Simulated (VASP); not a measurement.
# ScAl3N4 (Pmn2_1) in VASP: further runs

Runs on ScAl3N4. Level: PBE. Tasks: relaxation of cell and atoms, relaxation of shape and atoms at fixed volume.

All numbers are computed with VASP 6.6.1; they aren't measurements. Logs are shortened: lines on timing, memory, paths and dates and some standing lists are left out, and cuts for length are marked.

## (1) The cell of the first run

It takes space group Pmn2_1 (No. 31, orthorhombic). The conventional cell has a = 6.478 Å, b = 5.613 Å, c = 5.066 Å, α = 90.00°, β = 90.00°, γ = 90.00°. Within 2.7 Å of Sc (site symmetry m) lie 4 N at 2.08 to 2.17 Å. Al (site symmetry m) has 4 N at 1.89 to 1.94 Å within 2.5 Å. Al (site symmetry 1) has 4 N at 1.90 to 1.95 Å within 2.5 Å. Within 2.5 Å of N (site symmetry m) lie 3 Al at 1.91 Å and 1 Sc at 2.09 Å. N (site symmetry m) has 3 Al at 1.94 to 1.95 Å and 1 Sc at 2.17 Å within 2.6 Å. N (site symmetry 1) has 3 Al at 1.89 to 1.91 Å and 1 Sc at 2.08 Å within 2.5 Å.

## (2) Relaxation of cell and atoms, PBE

The input, INCAR:

```
  ALGO = Normal
  EDIFF = 1E-6
  EDIFFG = -0.01
  ENCUT = 600
  GGA = PE
  IBRION = 2
  ISIF = 3
  ISMEAR = 0
  LASPH = T
  LCHARG = F
  LREAL = Auto
  LWAVE = F
  NELM = 100
  NSW = 100
  PREC = Accurate
  SIGMA = 0.02
```

The input, KPOINTS:

```
k-points
0
Gamma
  4 4 6
```

The input, POSCAR:

```
ScAl3N4
1.0
    6.4775175087      0.0000000000      0.0000000000
    0.0000000000      5.6125218139      0.0000000000
    0.0000000000      0.0000000000      5.0656713744
Sc Al N
2 6 8
Direct
    0.0000000000      0.8368374052      0.9909394091
    0.5000000000      0.1631625948      0.4909394091
    0.0000000000      0.1788988765      0.5049431625
    0.5000000000      0.8211011235      0.0049431625
    0.2502838475      0.3377670501      0.0044941800
    0.7502838475      0.6622329499      0.5044941800
    0.2497161525      0.6622329499      0.5044941800
    0.7497161525      0.3377670501      0.0044941800
    0.0000000000      0.1956910355      0.8811694678
    0.0000000000      0.8416353740      0.4187754450
    0.2343439423      0.3440678942      0.3800920778
    0.7656560577      0.3440678942      0.3800920778
    0.5000000000      0.8043089645      0.3811694678
    0.5000000000      0.1583646260      0.9187754450
    0.7343439423      0.6559321058      0.8800920778
    0.2656560577      0.6559321058      0.8800920778
```

Potentials or basis: VASP PAW PBE potentials, release 64 (Sc_sv, Al, N).

The run is started by

```
$ cat potpaw_PBE.64/Sc_sv/POTCAR potpaw_PBE.64/Al/POTCAR potpaw_PBE.64/N/POTCAR > POTCAR
$ mpirun -np 1 vasp_std > vasp.out
```

OUTCAR:

```text
EDIFF = 1E-6
   EDIFFG = -0.01
   ENCUT = 600
   GGA = PE
   IBRION = 2
   ISIF = 3
   ISMEAR = 0
   LASPH = T
   LREAL = Auto
   NELM = 100
   NSW = 100
   PREC = Accurate

 ion  position               nearest neighbor table
   1  0.000  0.837  0.991-  15 2.08  16 2.08   9 2.09  10 2.17   6 3.11   7 3.11   3 3.12   7 3.22
                             6 3.22   3 3.24   5 3.24   8 3.24   4 3.24   4 3.24   5 3.25   8 3.25
   2  0.500  0.163  0.491-  11 2.08  12 2.08  13 2.09  14 2.17   5 3.11   8 3.11   4 3.12   8 3.22
                             5 3.22   4 3.24   7 3.24   6 3.24   3 3.24   3 3.24   7 3.25   6 3.25
   3  0.000  0.179  0.505-  11 1.89  12 1.89   9 1.91  10 1.94   1 3.12   5 3.13   8 3.13   5 3.14
                             8 3.14   7 3.16   6 3.16   1 3.24   2 3.24   2 3.24   7 3.32   6 3.32
   4  0.500  0.821  0.005-  15 1.89  16 1.89  13 1.91  14 1.94   2 3.12   6 3.13   7 3.13   6 3.14
                             7 3.14   5 3.16   8 3.16   2 3.24   1 3.24   1 3.24   5 3.32   8 3.32
   5  0.250  0.338  0.004-  16 1.90  11 1.91   9 1.91  14 1.95   2 3.11   7 3.12   7 3.12   3 3.13
                             3 3.14   4 3.16   2 3.22   8 3.24   1 3.24   8 3.24   1 3.25   4 3.32
   6  0.750  0.662  0.504-  12 1.90  15 1.91  13 1.91  10 1.95   1 3.11   8 3.12   8 3.12   4 3.13
                             4 3.14   3 3.16   1 3.22   7 3.24   2 3.24   7 3.24   2 3.25   3 3.32
   7  0.250  0.662  0.504-  11 1.90  16 1.91  13 1.91  10 1.95   1 3.11   5 3.12   5 3.12   4 3.13
                             4 3.14   3 3.16   1 3.22   6 3.24   2 3.24   6 3.24   2 3.25   3 3.32
   8  0.750  0.338  0.004-  15 1.90  12 1.91   9 1.91  14 1.95   2 3.11   6 3.12   6 3.12   3 3.13
                             3 3.14   4 3.16   2 3.22   5 3.24   1 3.24   5 3.24   1 3.25   4 3.32
   9  0.000  0.196  0.881-   3 1.91   5 1.91   8 1.91   1 2.09
  10  0.000  0.842  0.419-   3 1.94   6 1.95   7 1.95   1 2.17
  11  0.234  0.344  0.380-   3 1.89   7 1.90   5 1.91   2 2.08
  12  0.766  0.344  0.380-   3 1.89   6 1.90   8 1.91   2 2.08
  13  0.500  0.804  0.381-   4 1.91   6 1.91   7 1.91   2 2.09
  14  0.500  0.158  0.919-   4 1.94   5 1.95   8 1.95   2 2.17
  15  0.734  0.656  0.880-   4 1.89   8 1.90   6 1.91   1 2.08
  16  0.266  0.656  0.880-   4 1.89   5 1.90   7 1.91   1 2.08

  LATTYP: Found a simple orthorhombic cell.
 ALAT       =     5.0656713744
 B/A-ratio  =     1.1079522138
 C/A-ratio  =     1.2787085916

  Lattice vectors:

 A1 = (   0.0000000000,   0.0000000000,  -5.0656713744)
 A2 = (   0.0000000000,   5.6125218139,   0.0000000000)
 A3 = (   6.4775175087,   0.0000000000,   0.0000000000)

Analysis of symmetry for initial positions (statically):
=====================================================================
 Subroutine PRICEL returns:
 Original cell was already a primitive cell.

 Routine SETGRP: Setting up the symmetry group for a
 simple orthorhombic supercell.

 Subroutine GETGRP returns: Found  4 space group operations
 (whereof  2 operations were pure point group operations)
 out of a pool of  8 trial point group operations.

The static configuration has the point symmetry C_1h.
 The point group associated with its full space group is C_2v.

Analysis of symmetry for dynamics (positions and initial velocities):
=====================================================================
 Subroutine PRICEL returns:
 Original cell was already a primitive cell.

 Routine SETGRP: Setting up the symmetry group for a
 simple orthorhombic supercell.

 Subroutine GETGRP returns: Found  4 space group operations
 (whereof  2 operations were pure point group operations)
 out of a pool of  8 trial point group operations.

The dynamic configuration has the point symmetry C_1h.
 The point group associated with its full space group is C_2v.

 Subroutine INISYM returns: Found  4 space group operations
 (whereof  2 operations are pure point group operations),
 and found     1 'primitive' translations

----------------------------------------------------------------------------------------

                                     Primitive cell

  volume of cell :     184.1635

  direct lattice vectors                    reciprocal lattice vectors
     6.477517509  0.000000000  0.000000000     0.154380131  0.000000000  0.000000000
     0.000000000  5.612521814  0.000000000     0.000000000  0.178173027  0.000000000
     0.000000000  0.000000000  5.065671374     0.000000000  0.000000000  0.197407200

  length of vectors
     6.477517509  5.612521814  5.065671374     0.154380131  0.178173027  0.197407200

  position of ions in fractional coordinates (direct lattice)
     0.000000000  0.836837405  0.990939409
[... 48 lines left out ...]
     0.000000000  0.000000000  0.032901200     0.000000000  0.000000000  0.166666667

  Length of vectors
     0.038595033  0.044543257  0.032901200

  Shift w.r.t. Gamma in fractional coordinates (k-lattice)
     0.000000000  0.000000000  0.000000000

 Subroutine IBZKPT returns following result:
 ===========================================

 Found     36 irreducible k-points:

 Following reciprocal coordinates:
            Coordinates               Weight
  0.000000  0.000000  0.000000      1.000000
  0.250000  0.000000  0.000000      2.000000
  0.500000  0.000000  0.000000      1.000000
  0.000000  0.250000  0.000000      2.000000
  0.250000  0.250000  0.000000      4.000000
  0.500000  0.250000  0.000000      2.000000
[... 16 lines left out ...]
  0.250000  0.250000  0.333333      8.000000
  0.500000  0.250000  0.333333      4.000000
 [... further k-points ...]
   k-points           NKPTS =     36   k-points in BZ     NKDIM =     36   number of bands    NBANDS=     49
   number of dos      NEDOS =    301   number of ions     NIONS =     16
   total plane-waves  NPLWV = 103680
   dimension x,y,z NGX =    54 NGY =   48 NGZ =   40
   dimension x,y,z NGXF=   108 NGYF=   96 NGZF=   80
   ions per type =               2   6   8
   NGX,Y,Z   is equivalent  to a cutoff of  13.86, 14.22, 13.13 a.u.
   NGXF,Y,Z  is equivalent  to a cutoff of  27.72, 28.44, 26.25 a.u.
 SYSTEM =  unknown system
   PREC   = accura    normal or accurate (medium, high low for compatibility)
   ISTART =      0    job   : 0-new  1-cont  2-samecut
   ICHARG =      2    charge: 1-file 2-atom 10-const
   ISPIN  =      1    spin polarized calculation?
   LNONCOLLINEAR =      F non collinear calculations
   LSORBIT =      F    spin-orbit coupling
   LASPH  =      T    aspherical Exc in radial PAW
   ENCUT  =  600.0 eV  44.10 Ry    6.64 a.u.  12.94 11.21 10.12*2*pi/ulx,y,z
   NELM   =    100;   NELMIN=  2; NELMDL= -5     # of ELM steps
   EDIFF  = 0.1E-05   stopping-criterion for ELM
   LREAL  =      T    real-space projection
   EDIFFG = -.1E-01   stopping-criterion for IOM
   NSW    =    100    number of steps for IOM
   IBRION =      2    ionic relax: 0-MD 1-quasi-New 2-CG
   NFREE  =      1    steps in history (QN), initial steepest desc. (CG)
   ISIF   =      3    stress and relaxation
   ISYM   =      2    0-nonsym 1-usesym 2-fastsym
   POTIM  = 0.5000    time-step for ionic-motion
   TEBEG  =    0.0;   TEEND  =   0.0 temperature during run
   PSTRESS=    0.0 pullay stress
   NELECT =      80.0000    total number of electrons
   NUPDOWN=      -1.0000    fix difference up-down
   EMIN   =  10.00;   EMAX   =-10.00  energy-range for DOS
   EFERMI =   0.00;   METHOD = LEGACY
   ISMEAR =     0;   SIGMA  =   0.02  broadening in eV -4-tet -1-fermi 0-gaus
   EFERMI_NEDOS =   21; number of points for ismear=-14 and -15
   IALGO  =     38    algorithm
   IMIX   =      4    mixing-type and parameters
     AMIX     =   0.40;   BMIX     =  1.00
     AMIX_MAG =   1.60;   BMIX_MAG =  1.00
  volume/ion in A,a.u.               =      11.51        77.67
  Fermi-wavevector in a.u.,A,eV,Ry     =   1.239853  2.342983 20.915366  1.537236
  Thomas-Fermi vector in A             =   2.374319
   LORBIT       =      0    0 simple, 1 ext, 2 COOP (PROOUT), +10 PAW based schemes
   GGA     = PE    functional components
   LHFCALC =     F    Hartree Fock is set to
   AEXX    =    0.0000 exact exchange contribution
   IVDW    =     0    specifies the selected vdW correction
   LEPSILON=     F    determine dielectric tensor
   LRPA    =     F    only Hartree local field effects (RPA)
 conjugate gradient relaxation of ions
 non-spin polarized calculation
 Gauss-broadening in eV      SIGMA  =   0.02
  energy-cutoff  :      600.00
  volume of cell :      184.16
 maximum number of plane-waves:      6188
 NGX is ok and might be reduce to    54
   NGX = 25   NGY = 23   NGZ = 21

--------------------------------------- Ionic step        1  -------------------------------------------

 number of electron      79.9999996 magnetization

 Free energy of the ion-electron system (eV)
  ---------------------------------------------------
  ext. energy  EPLUGINS =         0.00000000
  ---------------------------------------------------
  free energy    TOTEN  =      -124.52561916 eV

  energy without entropy =     -124.52561916  energy(sigma->0) =     -124.52561916

------------------------ aborting loop because EDIFF is reached ----------------------------------------

  FORCE on cell =-STRESS in cart. coord.  units (eV):
  Direction    XX          YY          ZZ          XY          YZ          ZX
  --------------------------------------------------------------------------------------
  -------------------------------------------------------------------------------------
  Total        0.1337761     -0.1225490     -0.0520788      0.0000000      0.0000000      0.0000000
  in kB        1.1638187     -1.0661463     -0.4530729      0.0000000      0.0000000      0.0000000
  external PRESSURE =      -0.1184668 kB  Pullay stress =       0.0000000 kB
[... 137 lines left out ...]
--------------------------------------- Ionic step        4  -------------------------------------------

 number of electron      79.9999994 magnetization

 Free energy of the ion-electron system (eV)
  ---------------------------------------------------
  ext. energy  EPLUGINS =         0.00000000
  ---------------------------------------------------
  free energy    TOTEN  =      -124.52661479 eV

  energy without entropy =     -124.52661479  energy(sigma->0) =     -124.52661479

 E-fermi :   5.0328     XC(G=0): -10.7498

 val. band max:        4.9439490238   @ k =   0.2500   0.0000   0.0000
 cond. band min:       8.6142570893   @ k =   0.0000   0.0000   0.0000
 fundamental gap:      3.6703080655
 Fermi energy:         5.0328449708

 k-point     1 :       0.0000    0.0000    0.0000
  band No.  band energies     occupation
      1     -42.2199      2.00000
      2     -42.2194      2.00000
      3     -20.9768      2.00000
      4     -20.9662      2.00000
      5     -20.9597      2.00000
      6     -20.9550      2.00000
[... 1237 lines left out ...]
     48      10.3263      0.00000
     49      10.8994      0.00000

 [... further k-points ...]

------------------------ aborting loop because EDIFF is reached ----------------------------------------

  FORCE on cell =-STRESS in cart. coord.  units (eV):
  Direction    XX          YY          ZZ          XY          YZ          ZX
  --------------------------------------------------------------------------------------
  -------------------------------------------------------------------------------------
  Total        0.0567900     -0.0573522      0.0012207      0.0000000      0.0000000      0.0000000
  in kB        0.4940864     -0.4989775      0.0106201      0.0000000      0.0000000      0.0000000
  external PRESSURE =       0.0019097 kB  Pullay stress =       0.0000000 kB
[... 31 lines left out ...]
  FREE ENERGIE OF THE ION-ELECTRON SYSTEM (eV)
  ---------------------------------------------------
  free  energy   TOTEN  =      -124.5266147913 eV

  energy  without entropy=     -124.5266147913  energy(sigma->0) =     -124.52661479

 reached required accuracy - stopping structural energy minimisation
```

Wall time 13 min (1 thread of Intel Xeon 6975P-C (Granite Rapids), shared host); peak memory 0.48 GiB.

What came out:

```
Free energy                  : -124.5266 eV
Energy gained by relaxing    : 0.1 meV/atom
Ionic steps                  : 4
Pressure after relaxing      : 0.0 GPa
Largest force after relaxing : 0.007 eV/Å
Band gap on the k mesh       : 3.67 eV
```

Forces on the atoms (eV/Å):
```
Sc   0.000  0.002 -0.006
Sc   0.000 -0.002 -0.006
Al   0.000 -0.004  0.006
Al   0.000  0.004  0.006
Al   0.000 -0.002 -0.002
Al   0.000  0.002 -0.002
Al   0.000  0.002 -0.002
Al   0.000 -0.002 -0.002
N    0.000 -0.001  0.001
N    0.000 -0.004  0.005
N    0.002  0.002 -0.001
N   -0.002  0.002 -0.001
N    0.000  0.001  0.001
N    0.000  0.004  0.005
N    0.002 -0.002 -0.001
N   -0.002 -0.002 -0.001
```

The path:
```
step  energy change (eV)  largest force (eV/Å)  pressure (GPa)  volume (Å³)
   1              0.0000                0.0822           -0.01       184.16
   2             -0.0009                0.0300            0.02       184.14
   3             -0.0009                0.0289            0.01       184.14
   4             -0.0010                0.0073            0.00       184.15
```

Final structure:
```
Sc Al N
1.0
     6.48037    0.00000    0.00000
     0.00000    5.61000    0.00000
     0.00000    0.00000    5.06543
Sc Al N
2 6 8
Direct
  0.00000 0.83668 0.99085
  0.50000 0.16332 0.49085
  0.00000 0.17896 0.50488
  0.50000 0.82104 0.00488
  0.25032 0.33786 0.00458
  0.75032 0.66214 0.50458
  0.24968 0.66214 0.50458
  0.74968 0.33786 0.00458
  0.00000 0.19623 0.88105
  0.00000 0.84160 0.41926
  0.23376 0.34429 0.37989
  0.76624 0.34429 0.37989
  0.50000 0.80377 0.38105
  0.50000 0.15840 0.91926
  0.73376 0.65571 0.87989
  0.26624 0.65571 0.87989
```

Levels at points of the mesh, in eV from the valence-band top:
```tsv
k point	band 36	band 37	band 38	band 39	band 40	band 41	band 42	band 43	band 44	band 45
(0.00, 0.00, 0.00)	-0.56	-0.50	-0.48	-0.27	0.00	3.67	4.12	4.12	4.14	4.72
(0.50, 0.00, 0.00)	-0.64	-0.45	-0.45	-0.07	-0.07	3.92	3.92	4.82	4.82	5.08
(0.00, 0.50, 0.00)	-0.41	-0.29	-0.28	-0.22	-0.07	3.99	4.30	4.34	4.46	4.60
(0.50, 0.50, 0.00)	-0.57	-0.26	-0.26	-0.11	-0.11	4.31	4.31	4.69	4.69	4.86
(0.00, 0.00, 0.50)	-0.61	-0.44	-0.44	-0.40	-0.40	4.26	4.26	4.77	4.77	4.89
(0.50, 0.00, 0.50)	-0.64	-0.49	-0.49	-0.19	-0.19	4.63	4.63	4.88	4.88	5.04
(0.00, 0.50, 0.50)	-0.79	-0.54	-0.54	-0.32	-0.32	4.57	4.57	4.78	4.78	4.88
(0.50, 0.50, 0.50)	-0.76	-0.36	-0.36	-0.22	-0.22	4.59	4.59	4.78	4.78	4.99
```

(Continued in part 2 of 2.)
